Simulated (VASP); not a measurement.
Input of a VASP 6.6.1 run:

The input INCAR:

```
SYSTEM = Hf
PREC = Accurate
ENCUT = 500
EDIFF = 1E-6
ISMEAR = -1
SIGMA = 0.05
LREAL = .False.
LASPH = .True.
NELM = 120
ALGO = Normal
ISIF = 2
LWAVE = .False.
LCHARG = .False.
GGA = PE
NBANDS = 11
GGA_COMPAT = .False.
```

Contents of KPOINTS:

```
Automatic mesh
0
Gamma
  17 17 17
  0 0 0
```

The input POSCAR:

```
Hf
1.0
   -1.5817403293      1.5817403293      1.5817403293
    1.5817403293     -1.5817403293      1.5817403293
    1.5817403293      1.5817403293     -1.5817403293
Hf
1
Direct
    0.0000000000      0.0000000000      0.0000000000
```

Potentials or basis: VASP PAW PBE potentials, release 64 (Hf_pv).

The run is started by

```console
$ cat potpaw_PBE.64/Hf_pv/POTCAR > POTCAR
$ mpirun -np 1 vasp_std > vasp.out
```

**Question.** Predict the band gap on the k mesh.

**Answer.** Zero (bands 5 and 6 overlap by 2.80 eV).

**Question.** Estimate the pressure.

**Answer.** 59.5 GPa.

Caveat: the cell stands under pressure; spin-orbit coupling is left out, which moves the levels of the heavy elements.
